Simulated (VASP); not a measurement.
# GaN (P6_3mc) in VASP: notebook

GaN is run at these levels: r2SCAN, PBE; tasks: single point.

Program: VASP 6.6.1. These are calculated values, not measurements. Logs are shortened: lines on timing, memory, paths and dates and some standing lists are left out, and cuts for length are marked.

### 1 The cell of the first run

It takes space group P6_3mc (No. 186, hexagonal). The conventional cell has a = 3.163 Å, b = 3.163 Å, c = 5.293 Å, α = 90.00°, β = 90.00°, γ = 120.00°. Within 2.5 Å of Ga (site symmetry 3m) lie 4 N at 1.90 to 2.11 Å. Within 2.5 Å of N (site symmetry 3m) lie 4 Ga at 1.90 to 2.11 Å.

### 2 Single point, r2SCAN (functional r2SCAN, strained)

Input file POSCAR:

```
GaN
1.0
    3.1626686623      0.0000000000      0.0000000000
   -1.5813343312      2.7389514053      0.0000000000
    0.0000000000      0.0000000000      5.2928253000
Ga N
2 2
Direct
    0.3333333333      0.6666666667     -0.0116144019
    0.6666666667      0.3333333333      0.4883855981
    0.3333333333      0.6666666667      0.3866144019
    0.6666666667      0.3333333333      0.8866144019
```

Input file INCAR.step1:

```
ALGO     = Normal         # electronic algorithm
EDIFF    = 1E-4           # SCF threshold, eV
ENCUT    = 520            # plane-wave cutoff, eV
GGA      = PE             # functional
ISMEAR   = 0              # smearing method
LASPH    = True           # aspherical terms in the spheres
LCHARG   = False          # write CHGCAR
LREAL    = False          # projectors in reciprocal space
LWAVE    = True           # write WAVECAR
NBANDS   = 26             # bands
NELM     = 60             # most SCF steps
PREC     = Accurate       # precision mode
SIGMA    = 0.02           # smearing width, eV
```

Input file INCAR.step2:

```
ALGO     = Normal         # electronic algorithm
EDIFF    = 1E-7           # SCF threshold, eV
ENCUT    = 520            # plane-wave cutoff, eV
ISIF     = 2              # what is computed and relaxed
ISMEAR   = 0              # smearing method
ISTART   = 1            
LASPH    = True           # aspherical terms in the spheres
LCHARG   = False          # write CHGCAR
LMIXTAU  = True         
LREAL    = False          # projectors in reciprocal space
LWAVE    = False          # write WAVECAR
METAGGA  = R2SCAN         # meta-GGA
NBANDS   = 26             # bands
NELM     = 60             # most SCF steps
PREC     = Accurate       # precision mode
SIGMA    = 0.02           # smearing width, eV
```

Input file KPOINTS:

```
k-points
0
Gamma
  12 12 6
```

Potentials or basis: VASP PAW PBE potentials, release 64 (Ga_d, N).

The run is started by

```sh
> cat potpaw_PBE.64/Ga_d/POTCAR potpaw_PBE.64/N/POTCAR > POTCAR
> cp INCAR.step1 INCAR
> mpirun -np 1 vasp_std > vasp.out
> cp INCAR.step2 INCAR
> mpirun -np 1 vasp_std > vasp.out
```

OUTCAR:

```text
EDIFF = 1E-7
   ENCUT = 520
   ISIF = 2
   ISMEAR = 0
   ISTART = 1
   LASPH = True
   LREAL = False
   METAGGA = R2SCAN
   NELM = 60
   PREC = Accurate

 ion  position               nearest neighbor table
   1  0.333  0.667  0.988-   4 1.90   4 1.90   4 1.90   3 2.11
   2  0.667  0.333  0.488-   3 1.90   3 1.90   3 1.90   4 2.11
   3  0.333  0.667  0.387-   2 1.90   2 1.90   2 1.90   1 2.11
   4  0.667  0.333  0.887-   1 1.90   1 1.90   1 1.90   2 2.11

  LATTYP: Found a hexagonal cell.
 ALAT       =     3.1626686623
 C/A-ratio  =     1.6735313955

  Lattice vectors:

 A1 = (   3.1626686623,   0.0000000000,   0.0000000000)
 A2 = (  -1.5813343312,   2.7389514053,   0.0000000000)
 A3 = (   0.0000000000,   0.0000000000,   5.2928253000)

Analysis of symmetry for initial positions (statically):
=====================================================================
 Subroutine PRICEL returns:
 Original cell was already a primitive cell.

 Routine SETGRP: Setting up the symmetry group for a
 hexagonal supercell.

 Subroutine GETGRP returns: Found 12 space group operations
 (whereof  6 operations were pure point group operations)
 out of a pool of 24 trial point group operations.

The static configuration has the point symmetry C_3v.
 The point group associated with its full space group is C_6v.

Analysis of symmetry for dynamics (positions and initial velocities):
=====================================================================
 Subroutine PRICEL returns:
 Original cell was already a primitive cell.

 Routine SETGRP: Setting up the symmetry group for a
 hexagonal supercell.

 Subroutine GETGRP returns: Found 12 space group operations
 (whereof  6 operations were pure point group operations)
 out of a pool of 24 trial point group operations.

The dynamic configuration has the point symmetry C_3v.
 The point group associated with its full space group is C_6v.

 Subroutine INISYM returns: Found 12 space group operations
 (whereof  6 operations are pure point group operations),
 and found     1 'primitive' translations

----------------------------------------------------------------------------------------

                                     Primitive cell

  volume of cell :      45.8485

  direct lattice vectors                    reciprocal lattice vectors
     3.162668662  0.000000000  0.000000000     0.316188671  0.182551614  0.000000000
    -1.581334331  2.738951405  0.000000000     0.000000000  0.365103228  0.000000000
     0.000000000  0.000000000  5.292825300     0.000000000  0.000000000  0.188935010

  length of vectors
     3.162668662  3.162668662  5.292825300     0.365103228  0.365103228  0.188935010

  position of ions in fractional coordinates (direct lattice)
     0.333333333  0.666666667  0.988385598
     0.666666667  0.333333333  0.488385598
     0.333333333  0.666666667  0.386614402
     0.666666667  0.333333333  0.886614402

  ion indices of the primitive-cell ions
   primitive index   ion index
                 1           1
                 2           2
                 3           3
                 4           4

----------------------------------------------------------------------------------------

 KPOINTS: k-points

Automatic generation of k-mesh.
 Grid dimensions read from file:
 generate k-points for:   12   12    6

 Generating k-lattice:

  Cartesian coordinates                     Fractional coordinates (reciprocal lattice)
     0.026349056  0.015212635  0.000000000     0.083333333  0.000000000  0.000000000
     0.000000000  0.030425269  0.000000000     0.000000000  0.083333333  0.000000000
     0.000000000  0.000000000  0.031489168     0.000000000  0.000000000  0.166666667

  Length of vectors
     0.030425269  0.030425269  0.031489168

  Shift w.r.t. Gamma in fractional coordinates (k-lattice)
     0.000000000  0.000000000  0.000000000

 Subroutine IBZKPT returns following result:
 ===========================================

 Found     76 irreducible k-points:

 Following reciprocal coordinates:
            Coordinates               Weight
  0.000000  0.000000  0.000000      1.000000
  0.083333  0.000000  0.000000      6.000000
  0.166667  0.000000  0.000000      6.000000
  0.250000  0.000000  0.000000      6.000000
  0.333333  0.000000  0.000000      6.000000
  0.416667 -0.000000  0.000000      6.000000
[... 16 lines left out ...]
  0.250000  0.000000  0.166667     12.000000
  0.333333  0.000000  0.166667     12.000000
 [... further k-points ...]
   k-points           NKPTS =     76   k-points in BZ     NKDIM =     76   number of bands    NBANDS=     26
   number of dos      NEDOS =    301   number of ions     NIONS =      4
   total plane-waves  NPLWV =  23040
   dimension x,y,z NGX =    24 NGY =   24 NGZ =   40
   dimension x,y,z NGXF=    48 NGYF=   48 NGZF=   80
   ions per type =               2   2
   NGX,Y,Z   is equivalent  to a cutoff of  12.62, 12.62, 12.56 a.u.
   NGXF,Y,Z  is equivalent  to a cutoff of  25.23, 25.23, 25.13 a.u.
 SYSTEM =  unknown system
   PREC   = accura    normal or accurate (medium, high low for compatibility)
   ISTART =      1    job   : 0-new  1-cont  2-samecut
   ICHARG =      0    charge: 1-file 2-atom 10-const
   ISPIN  =      1    spin polarized calculation?
   LNONCOLLINEAR =      F non collinear calculations
   LSORBIT =      F    spin-orbit coupling
   LASPH  =      T    aspherical Exc in radial PAW
   ENCUT  =  520.0 eV  38.22 Ry    6.18 a.u.   5.88  5.88  9.84*2*pi/ulx,y,z
   NELM   =     60;   NELMIN=  2; NELMDL=  0     # of ELM steps
   EDIFF  = 0.1E-06   stopping-criterion for ELM
   LREAL  =      F    real-space projection
   EDIFFG = 0.1E-05   stopping-criterion for IOM
   NSW    =      0    number of steps for IOM
   IBRION =     -1    ionic relax: 0-MD 1-quasi-New 2-CG
   NFREE  =      0    steps in history (QN), initial steepest desc. (CG)
   ISIF   =      2    stress and relaxation
   ISYM   =      2    0-nonsym 1-usesym 2-fastsym
   POTIM  = 0.5000    time-step for ionic-motion
   TEBEG  =    0.0;   TEEND  =   0.0 temperature during run
   PSTRESS=    0.0 pullay stress
   NELECT =      36.0000    total number of electrons
   NUPDOWN=      -1.0000    fix difference up-down
   EMIN   =  10.00;   EMAX   =-10.00  energy-range for DOS
   EFERMI =   0.00;   METHOD = LEGACY
   ISMEAR =     0;   SIGMA  =   0.02  broadening in eV -4-tet -1-fermi 0-gaus
   EFERMI_NEDOS =   21; number of points for ismear=-14 and -15
   IALGO  =     38    algorithm
   IMIX   =      4    mixing-type and parameters
     AMIX     =   0.40;   BMIX     =  1.00
     AMIX_MAG =   1.60;   BMIX_MAG =  1.00
  volume/ion in A,a.u.               =      11.46        77.35
  Fermi-wavevector in a.u.,A,eV,Ry     =   1.510314  2.854079 31.035531  2.281047
  Thomas-Fermi vector in A             =   2.620520
   LORBIT       =      0    0 simple, 1 ext, 2 COOP (PROOUT), +10 PAW based schemes
   METAGGA = R2SCAN    functional components
   LHFCALC =     F    Hartree Fock is set to
   AEXX    =    0.0000 exact exchange contribution
   IVDW    =     0    specifies the selected vdW correction
   LEPSILON=     F    determine dielectric tensor
   LRPA    =     F    only Hartree local field effects (RPA)
 non-spin polarized calculation
 Gauss-broadening in eV      SIGMA  =   0.02
  energy-cutoff  :      520.00
  volume of cell :       45.85
 maximum number of plane-waves:      1254
 NGX is ok and might be reduce to    24
   NGX = 11   NGY = 11   NGZ = 19

 number of electron      36.0000000 magnetization

 Free energy of the ion-electron system (eV)
  ---------------------------------------------------
  ext. energy  EPLUGINS =         0.00000000
  ---------------------------------------------------
  free energy    TOTEN  =       -43.63101889 eV

  energy without entropy =      -43.63101889  energy(sigma->0) =      -43.63101889

 E-fermi :   5.2030     XC(G=0): -12.6077

 val. band max:        5.0959751358   @ k =   0.0000   0.0000   0.0000
 cond. band min:       7.2999624880   @ k =   0.0000   0.0000   0.0000
 fundamental gap:      2.2039873521
 Fermi energy:         5.2030343412

 k-point     1 :       0.0000    0.0000    0.0000
  band No.  band energies     occupation
      1     -11.8087      2.00000
      2     -10.9195      2.00000
      3      -8.8417      2.00000
      4      -8.8417      2.00000
      5      -8.7927      2.00000
      6      -8.7927      2.00000
[... 18 lines left out ...]
     25      17.4565      0.00000
     26      17.4566      0.00000

 k-point     2 :       0.0833    0.0000    0.0000
  band No.  band energies     occupation
      1     -11.7368      2.00000
      2     -10.8905      2.00000
      3      -8.8393      2.00000
      4      -8.8280      2.00000
      5      -8.7831      2.00000
      6      -8.7764      2.00000
[... 18 lines left out ...]
     25      17.0648      0.00000
     26      17.6605      0.00000

 k-point     3 :       0.1667    0.0000    0.0000
  band No.  band energies     occupation
      1     -11.5399      2.00000
      2     -10.8168      2.00000
      3      -8.8182      2.00000
      4      -8.7932      2.00000
      5      -8.7483      2.00000
      6      -8.7318      2.00000
[... 18 lines left out ...]
     25      16.7934      0.00000
     26      18.1419      0.00000

 k-point     4 :       0.2500    0.0000    0.0000
  band No.  band energies     occupation
      1     -11.2747      2.00000
      2     -10.7310      2.00000
      3      -8.7832      2.00000
      4      -8.7539      2.00000
      5      -8.6807      2.00000
      6      -8.6717      2.00000
[... 18 lines left out ...]
     25      17.0410      0.00000
     26      18.5724      0.00000
[... 496 lines left out ...]
      1     -11.4786      2.00000
      2     -10.8478      2.00000
      3      -8.8142      2.00000
      4      -8.7903      2.00000
      5      -8.7545      2.00000
      6      -8.7371      2.00000
[... 18 lines left out ...]
     25      16.6311      0.00000
     26      17.9385      0.00000

 k-point    23 :       0.2500    0.0000    0.1667
  band No.  band energies     occupation
      1     -11.2247      2.00000
      2     -10.7515      2.00000
      3      -8.7802      2.00000
      4      -8.7489      2.00000
      5      -8.6932      2.00000
      6      -8.6777      2.00000
[... 18 lines left out ...]
     25      17.1208      0.00000
     26      18.5576      0.00000

 k-point    24 :       0.3333    0.0000    0.1667
  band No.  band energies     occupation
      1     -10.9888      2.00000
      2     -10.6751      2.00000
      3      -8.7602      2.00000
      4      -8.7199      2.00000
      5      -8.6416      2.00000
      6      -8.6218      2.00000
[... 18 lines left out ...]
     25      17.1826      0.00000
     26      18.7765      0.00000

 [... further k-points ...]

------------------------ aborting loop because EDIFF is reached ----------------------------------------

  FORCE on cell =-STRESS in cart. coord.  units (eV):
  Direction    XX          YY          ZZ          XY          YZ          ZX
  --------------------------------------------------------------------------------------
  -------------------------------------------------------------------------------------
  Total        2.2744043      2.2744043     -2.7340329     -0.0000000      0.0000000     -0.0000000
  in kB       79.4790501     79.4790501    -95.5407709     -0.0000000      0.0000000     -0.0000000
  external PRESSURE =      21.1391098 kB  Pullay stress =       0.0000000 kB

 VOLUME and BASIS-vectors are now :
 -----------------------------------------------------------------------------
  energy-cutoff  :      520.00
  volume of cell :       45.85
      direct lattice vectors                 reciprocal lattice vectors
     3.162668662  0.000000000  0.000000000     0.316188671  0.182551614  0.000000000
    -1.581334331  2.738951405  0.000000000     0.000000000  0.365103228  0.000000000
     0.000000000  0.000000000  5.292825300     0.000000000  0.000000000  0.188935010

 POSITION                                       TOTAL-FORCE (eV/Angst)
 -----------------------------------------------------------------------------------
     -0.00000      1.82597      5.23135        -0.000000     -0.000000      1.099991
      1.58133      0.91298      2.58494         0.000000      0.000000      1.099991
     -0.00000      1.82597      2.04628        -0.000000     -0.000000     -1.099991
      1.58133      0.91298      4.69270        -0.000000     -0.000000     -1.099991
 -----------------------------------------------------------------------------------
    total drift:                                0.000002      0.000003     -0.000851

  FREE ENERGIE OF THE ION-ELECTRON SYSTEM (eV)
  ---------------------------------------------------
  free  energy   TOTEN  =       -43.6310188892 eV

  energy  without entropy=      -43.6310188892  energy(sigma->0) =      -43.63101889
```

Wall time 2.2 min (1 thread of Intel Xeon 6975P-C (Granite Rapids), shared host); peak memory 0.22 GiB.

What came out:

```
Free energy            : -43.6310 eV
Pressure               : 2.1 GPa
Largest force          : 1.100 eV/Å
Band gap on the k mesh : 2.20 eV, direct
```

Forces on the atoms (eV/Å):
```
Ga   0.000  0.000  1.100
Ga   0.000  0.000  1.100
N    0.000  0.000 -1.100
N    0.000  0.000 -1.100
```

Levels at points of the mesh, in eV from the valence-band top:
```csv
k point,band 15,band 16,band 17,band 18,band 19,band 20,band 21,band 22
"(0.00, 0.00, 0.00)",-1.03,-0.17,-0.17,0.00,2.20,4.74,9.71,10.70
"(0.50, 0.00, 0.00)",-3.97,-2.90,-1.92,-1.44,5.59,5.99,6.34,9.05
"(0.00, 0.00, 0.50)",-0.61,-0.61,-0.61,-0.61,4.70,4.70,8.80,8.80
"(0.50, 0.00, 0.50)",-2.22,-2.22,-1.84,-1.84,4.82,4.82,7.95,7.95
```

Caveat: the cell differs from its parent crystal (functional r2SCAN, strained); the PAW data sets were made with another functional, which shifts forces and pressure a little.

### 3 Single point, PBE (volume scaled by 0.88, then relaxed in part)

Input file INCAR:

```
SYSTEM = GaN
ALGO = Normal ; EDIFF = 1E-6
ENCUT = 520 ; GGA = PE
ISIF = 2 ; ISMEAR = 0
LASPH = .TRUE. ; LCHARG = .TRUE.
LELF = .TRUE. ; LREAL = .FALSE.
LVHAR = .TRUE. ; LWAVE = .FALSE.
NBANDS = 26 ; NELM = 80
PREC = Accurate ; SIGMA = 0.02
```

Input file KPOINTS:

```
k-points
0
G
  12 12 6
  0 0 0
```

Input file POSCAR:

```
GaN
1.0
    3.0840397236      0.0000000000      0.0000000000
   -1.5420198618      2.6708567469      0.0000000000
    0.0000000000      0.0000000000      5.0247328757
Ga N
2 2
Direct
    0.3333333333      0.6666666667     -0.0007072805
    0.6666666667      0.3333333333      0.4992927195
    0.3333333333      0.6666666667      0.3757072805
    0.6666666667      0.3333333333      0.8757072805
```

Potentials or basis: VASP PAW PBE potentials, release 64 (Ga_d, N).

The run is started by

```sh
> cat potpaw_PBE.64/Ga_d/POTCAR potpaw_PBE.64/N/POTCAR > POTCAR
> mpirun -np 1 vasp_std > vasp.out
```

Run time: 30 s. Hardware: 1 thread of Intel Xeon 6975P-C (Granite Rapids), shared host; peak memory 0.2 GiB.

It converged, with:

- Free energy: -23.8668 eV
- Pressure: 29.0 GPa
- Largest force: 0.006 eV/Å
- Band gap on the k mesh: 2.57 eV, direct

Forces in eV/Å, atoms in the order of the input:
```
Ga   0.000  0.000  0.006
Ga   0.000  0.000  0.006
N    0.000  0.000 -0.006
N    0.000  0.000 -0.006
```

Stress tensor (GPa, compression positive):
```
28.99  0.00  0.00
 0.00 28.99  0.00
 0.00  0.00 29.13
```

Levels at points of the mesh, in eV from the valence-band top:
```csv
k point,band 14,band 15,band 16,band 17,band 18,band 19,band 20,band 21,band 22,band 23
"(0.00, 0.00, 0.00)",-1.16,-1.16,-0.06,0.00,0.00,2.57,4.92,9.76,10.47,10.47
"(0.50, 0.00, 0.00)",-5.66,-4.67,-3.11,-2.51,-1.13,5.34,6.03,6.42,9.43,10.91
"(0.00, 0.00, 0.50)",-4.03,-0.59,-0.59,-0.59,-0.59,4.89,4.89,8.99,8.99,10.99
"(0.50, 0.00, 0.50)",-7.15,-2.20,-2.20,-2.12,-2.12,4.70,4.70,8.39,8.39,10.60
```
